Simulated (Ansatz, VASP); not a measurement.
**Ni in VASP and in Ansatz**

INCAR

```
SYSTEM = Ni
ALGO = Normal
EDIFF = 1E-6
ENCUT = 690
GGA = PE
GGA_COMPAT = .False.
ISIF = 2
ISMEAR = -1
ISPIN = 2
LASPH = .True.
LCHARG = .False.
LMAXMIX = 4
LORBIT = 11
LREAL = .False.
LWAVE = .False.
MAGMOM = 1
NBANDS = 19
NELM = 200
NUPDOWN = 1.0
PREC = Accurate
SIGMA = 0.05
```

Contents of KPOINTS:

```
k-points
0
Gamma
  11 11 11
  0 0 0
```

The input POSCAR:

```
Ni
1.0
   -1.3837154700      1.3837154700      1.3837154700
    1.3837154700     -1.3837154700      1.3837154700
    1.3837154700      1.3837154700     -1.3837154700
Ni
1
Direct
    0.0000000000      0.0000000000      0.0000000000
```

The input input.yaml:

```yaml
crystal:
  lattice:
    - [-1.38371547, 1.38371547, 1.38371547]
    - [1.38371547, -1.38371547, 1.38371547]
    - [1.38371547, 1.38371547, -1.38371547]
  atoms:
    - { symbol: Ni, position: [0.0, 0.0, 0.0], spin: 1.0 }
hamiltonian:
  xc: pbe
  pseudopotentials: { kind: paw }
magnetization:
  spin_polarized: true
  initial_magnetization: 1.0
  spin_locking: { lock_magnetization: hard }
kpoints:
  mp_grid: { grid: [11, 11, 11] }
scf:
  occupations: { method: fermi_dirac, width: 0.05 }
  lower_state_search: "off"
output:
  forces: true
  stress: true
  eigenvalues: true
```

Alike in both runs: task single point; functional PBE; k mesh 11 × 11 × 11; occupations fermi-dirac, width 0.05 eV; collinear spin; fixed moment 1 μB.

|  | VASP | Ansatz |
| --- | --- | --- |
| version | VASP 6.6.1 | Ansatz 0.2.0 |
| potentials or method | VASP PAW PBE potentials, release 64 (Ni_sv_GW) | Ansatz PAW |
| plane-wave cutoff (eV) | 690 | 420 |
| valence electrons in the cell | 18 | 18 |

Ansatz gave:

```
pressure (GPa)                                                : 12.4
net moment per atom (μB)                                      : 1.00
size of the moment on the site where the two differ most (μB) : 1.00
```

Task: Which values does VASP return?

Result: Pressure (GPa): 11.3; net moment per atom (μB): 1.00; size of the moment on the site where the two differ most (μB): 1.00.

Site moments also hang on the region over which each program counts them.
